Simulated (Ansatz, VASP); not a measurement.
## One calculation of RbZnI3, two programs

File INCAR:

```
PREC = Accurate
ENCUT = 520
EDIFF = 1E-6
ISMEAR = -1
SIGMA = 0.02
LREAL = False
LASPH = True
NELM = 80
ALGO = Normal
ISIF = 2
LWAVE = False
LCHARG = False
GGA = PE
NBANDS = 29
```

Contents of KPOINTS:

```
Automatic mesh
0
Gamma
  4 4 4
```

Contents of POSCAR:

```
RbZnI3
1.0
    5.7208179245      0.0000000000      0.0000000000
    0.0000000000      5.7208179245      0.0000000000
    0.0000000000      0.0000000000      5.7208179245
Rb Zn I
1 1 3
Direct
    0.0000000000      0.0000000000      0.0000000000
    0.5000000000      0.5000000000      0.5000000000
    0.5000000000      0.5000000000      0.0000000000
    0.5000000000      0.0000000000      0.5000000000
    0.0000000000      0.5000000000      0.5000000000
```

Input for Ansatz:

```yaml
crystal:
  lattice:
    - [5.7208179245, 0.0, 0.0]
    - [0.0, 5.7208179245, 0.0]
    - [0.0, 0.0, 5.7208179245]
  atoms:
    - { symbol: Rb, position: [0.0, 0.0, 0.0] }
    - { symbol: Zn, position: [0.5, 0.5, 0.5] }
    - { symbol: I, position: [0.5, 0.5, 0.0] }
    - { symbol: I, position: [0.5, 0.0, 0.5] }
    - { symbol: I, position: [0.0, 0.5, 0.5] }
kpoints:
  mp_grid: { grid: [4, 4, 4] }
hamiltonian:
  xc: pbe
scf:
  occupations: { method: fermi_dirac, width: 0.02 }
  n_extra_bands: 5
output:
  forces: true
  stress: true
  eigenvalues: true
```

Alike in both runs: task single point; functional PBE; k mesh 4 × 4 × 4; occupations fermi-dirac, width 0.02 eV; no spin polarisation.

|  | VASP | Ansatz |
| --- | --- | --- |
| version | VASP 6.6.1 | Ansatz 0.2.0 |
| potentials or method | VASP PAW PBE potentials, release 64 (Rb_sv, Zn, I) | plane waves, PAW |
| plane-wave cutoff (eV) | 520 | 420 |
| valence electrons in the cell | 42 | 72 |

|  | VASP | Ansatz | Ansatz less VASP |
| --- | --- | --- | --- |
| pressure (GPa) | 0.7 | 0.7 | -0.02 |

VASP's potentials hold 42 valence electrons a cell and Ansatz's 72, so a difference there can come from the potentials and not from the codes.

Neither program's run includes spin-orbit coupling.
